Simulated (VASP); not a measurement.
Wanted: the native input for a VASP 6.6.1 run.

```
Task                   : single point
Functional             : PBE
Potentials or basis    : VASP PAW PBE potentials, release 64 (Sm_3, Nb_sv, S), 4f in core
Cutoff                 : 500 eV
k mesh                 : 4 × 4 × 2
Occupations            : gaussian, width 0.1 eV
Spin                   : collinear spin
Starting moments       : [-0.02, 0.0, 0.15, 0.15, 1.45] μB
Dipole correction      : no
Mended                 : yes
Further INCAR settings : ALGO = Normal; EDIFF = 1e-06; NBANDS = 33
```

The structure of SmNbS3 lies in POSCAR:

```
SmNbS3
1.0
    4.1732732600      0.0000000000      0.0000000000
    0.0000000000      4.1732732600      0.0000000000
    0.0000000000      0.0000000000      7.7222724668
Sm Nb S
1 1 3
Direct
    0.5000000000      0.5000000000      0.5000000000
    0.0000000000      0.0000000000      0.5000000000
    0.0000000000      0.0000000000      0.7915562101
    0.0000000000      0.0000000000      0.2084437899
    0.5000000000      0.5000000000      0.0000000000
```

The cell was built from a structure type or drawn by symmetry, and may not be a known phase.

One way to write it, as run:

INCAR

```
ALGO = Normal ; EDIFF = 1E-6
ENCUT = 500 ; GGA = PE
GGA_COMPAT = F ; ISIF = 2
ISMEAR = 0 ; ISPIN = 2
LASPH = T ; LCHARG = F
LMAXMIX = 6 ; LORBIT = 11
LREAL = F ; LWAVE = F
MAGMOM = -0.02 0 0.15 0.15 1.45 ; NBANDS = 33
NELM = 200 ; PREC = Accurate
SIGMA = 0.1
```

KPOINTS

```
k-points
0
Gamma
  4 4 2
```

Potentials or basis: VASP PAW PBE potentials, release 64 (Sm_3, Nb_sv, S), 4f in core.

The run is started by

```bash
$ cat potpaw_PBE.64/Sm_3/POTCAR potpaw_PBE.64/Nb_sv/POTCAR potpaw_PBE.64/S/POTCAR > POTCAR
$ mpirun -np 1 vasp_std > vasp.out
```

It gave:

The pressure is 0.0 GPa and the largest force is 0.052 eV/Å. The net moment is 1.83 μB per cell. The site moments are Sm -0.02; Nb -0.01; S +0.14, +0.89 (each value once) μB and the valence electrons inside the program's atomic spheres are Sm 9.08; Nb 10.84; S 3.64, 3.50 (each value once).

Caveat: the k points lie up to 0.41 Å⁻¹ apart; the magnetic or orbital state may not be the lowest.

Wall time 61 s on 1 thread of Intel(R) Xeon(R) 6975P-C (Granite Rapids) (shared host), peak memory 0.29 GiB.
